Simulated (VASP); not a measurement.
# Zn2SeS: single point with LDA

Zn2SeS:

```
Zn Se S
1.0
     4.20248    0.00000    0.00000
     0.00000    4.20248    0.00000
     0.00000    0.00000    5.52212
Zn Se S
2 1 1
Cartesian
  2.1012 0.0000 4.2137
  0.0000 2.1012 1.3084
  0.0000 0.0000 2.7611
  2.1012 2.1012 0.0000
```

This cell differs from its parent crystal: strain +0.0750 x Voigt [1, 1, 0, 0, 0, 0].

```json
{
  "Program": "VASP 6.6.1",
  "Task": "single point",
  "Functional": "LDA",
  "Potentials or basis": "VASP PAW LDA potentials, release 64 (Zn, Se, S)",
  "Cutoff": "520 eV",
  "k mesh": "8 × 8 × 6",
  "Occupations": "gaussian, width 0.05 eV",
  "Spin": "no spin polarisation",
  "Dipole correction": "no",
  "Further INCAR settings": "ALGO = Normal; EDIFF = 1e-06; NBANDS = 26"
}
```

```yaml
Pressure: -9.8 GPa
Largest_force: 0.040 eV/Å
Band_gap_on_the_k_mesh: 0.74 eV
```

Forces on the atoms (eV/Å):
```
Zn   0.000  0.000 -0.040
Zn   0.000  0.000  0.040
Se   0.000  0.000  0.000
S    0.000  0.000  0.000
```

Stress tensor (GPa, compression positive):
```
-10.81   0.00   0.00
  0.00 -10.81   0.00
  0.00   0.00  -7.91
```

Levels at points of the mesh, in eV from the valence-band top:
```
           k point  band 16  band 17  band 18  band 19  band 20  band 21
(0.00, 0.00, 0.00)    -0.16    -0.16     0.00     0.74     2.97     3.01
(0.50, 0.00, 0.00)    -1.99    -1.30    -0.75     3.45     3.75     5.61
(0.50, 0.50, 0.00)    -1.70    -1.70    -1.65     3.02     3.44     3.64
(0.00, 0.00, 0.50)    -1.53    -0.98    -0.98     3.12     3.53     3.95
(0.50, 0.00, 0.50)    -0.69    -0.67    -0.62     2.15     2.41     6.04
(0.50, 0.50, 0.50)    -2.34    -2.34    -2.23     5.10     5.10     5.52
```

It took 62 s on 1 thread of AMD EPYC 9R14 (Zen 4) (shared host), peak memory 0.24 GiB.

Caveat: the cell differs from its parent crystal (strain +0.0750 x Voigt [1, 1, 0, 0, 0, 0]); the cell stands under tension.
